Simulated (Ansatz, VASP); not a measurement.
# GePt2 in VASP and in Ansatz

```
CELL_PARAMETERS angstrom
6.74399 0.00000 0.00000
-3.37199 5.84046 0.00000
0.00000 0.00000 3.54096
ATOMIC_POSITIONS crystal
Ge 0.66667 0.33333 0.00000
Ge 0.33333 0.66667 0.00000
Ge 0.00000 0.00000 0.50000
Pt 0.62181 0.00000 0.50000
Pt 0.37819 0.37819 0.50000
Pt 0.00000 0.62181 0.50000
Pt 0.00000 0.28307 0.00000
Pt 0.71693 0.71693 0.00000
Pt 0.28307 0.00000 0.00000
```

Alike in both runs: task single point; functional PBEsol; k mesh 6 × 6 × 10; occupations gaussian, width 0.1 eV; no spin polarisation.

```csv
,VASP,Ansatz
version,VASP 6.6.1,Ansatz 0.2.0
potentials or method,"VASP PAW PBE potentials, release 64 (Ge_d, Pt), cutoff 520 eV","scalar-relativistic, plane waves, PAW"
valence electrons in the cell,102,150
```

Ansatz gave:

| Quantity | Value |
| --- | --- |
| gap on the k mesh at the Fermi level (eV) | none |
| pressure (GPa) | -3.4 |
| traceless stress, the component that is largest in VASP (GPa) | -0.51 |
| rms of the force components (eV/Å) | 0.008 |

Q: Estimate VASP's values.

A: gap on the k mesh at the Fermi level (eV): none; pressure (GPa): -3.4; traceless stress, the component that is largest in VASP (GPa): -0.57; rms of the force components (eV/Å): 0.008.

VASP's potentials were made for PBE, not for PBEsol. Atom by atom the forces differ by 0.002 eV/Å (rms over components). A gap of «none» marks a metal or a gap that the smearing closes. VASP's potentials hold 102 valence electrons a cell and Ansatz's 150, so a difference there can come from the potentials and not from the codes.

Spin-orbit coupling is off throughout.
